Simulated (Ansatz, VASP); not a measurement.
## Two plane-wave programs on Ta

INCAR

```
SYSTEM = Ta
ALGO = Normal
EDIFF = 1E-7
EDIFFG = -0.04
ENCUT = 600
GGA = PE
IBRION = 2
ISIF = 3
ISMEAR = 0
LASPH = .TRUE.
LCHARG = .FALSE.
LREAL = .FALSE.
LWAVE = .FALSE.
NELM = 100
NSW = 90
PREC = Accurate
SIGMA = 0.1
```

The input KPOINTS:

```
k-points
0
G
  8 8 8
  0 0 0
```

The input POSCAR:

```
Ta
1.0
   -2.5910636501      2.5910636501      1.4134730508
    2.5910636501     -2.5910636501      1.4134730508
    2.5910636501      2.5910636501     -1.4134730508
Ta
2
Direct
    0.0000000000      0.0000000000      0.0000000000
    0.7500000000      0.2500000000      0.5000000000
```

Input for Ansatz:

```yaml
crystal:
  lattice:
    - [-2.5910636501, 2.5910636501, 1.4134730508]
    - [2.5910636501, -2.5910636501, 1.4134730508]
    - [2.5910636501, 2.5910636501, -1.4134730508]
  atoms:
    - { symbol: Ta, position: [0.0, 0.0, 0.0] }
    - { symbol: Ta, position: [0.75, 0.25, 0.5] }
basis:
  ecutwfc: 420
kpoints:
  mp_grid: { grid: [8, 8, 8] }
hamiltonian:
  xc: pbe
scf:
  occupations: { method: gaussian, width: 0.1 }
  lower_state_search: "off"
output:
  forces: true
  stress: true
  eigenvalues: true
relax:
  adjacent_minimum: "off"
  f_tol: 0.04
  max_steps: 70
  cell: { stress_tol: 0.4 }
```

Alike in both runs: task relaxation of cell and atoms; functional PBE; k mesh 8 × 8 × 8; occupations gaussian, width 0.1 eV; no spin polarisation.

```csv
,VASP,Ansatz
version,VASP 6.6.1,Ansatz 0.2.0
potentials or method,"VASP PAW PBE potentials, release 64 (Ta_pv), cutoff 600 eV","scalar-relativistic, plane waves, PAW"
valence electrons in the cell,22,26
```

Ansatz gave:

```
gap on the k mesh at the Fermi level, each at its own relaxed structure (eV) : none
relaxed volume (Å³/atom)                                                     : 19.65
relaxed cell length with the largest relative difference (Å)                 : 3.996
```

Q: Which values does VASP return?

A: gap on the k mesh at the Fermi level, each at its own relaxed structure (eV): none; relaxed volume (Å³/atom): 19.66; relaxed cell length with the largest relative difference (Å): 3.997.

A gap of «none» marks a metal or a gap that the smearing closes. VASP's potentials hold 22 valence electrons a cell and Ansatz's 26, so a difference there can come from the potentials and not from the codes.

Neither program's run includes spin-orbit coupling.
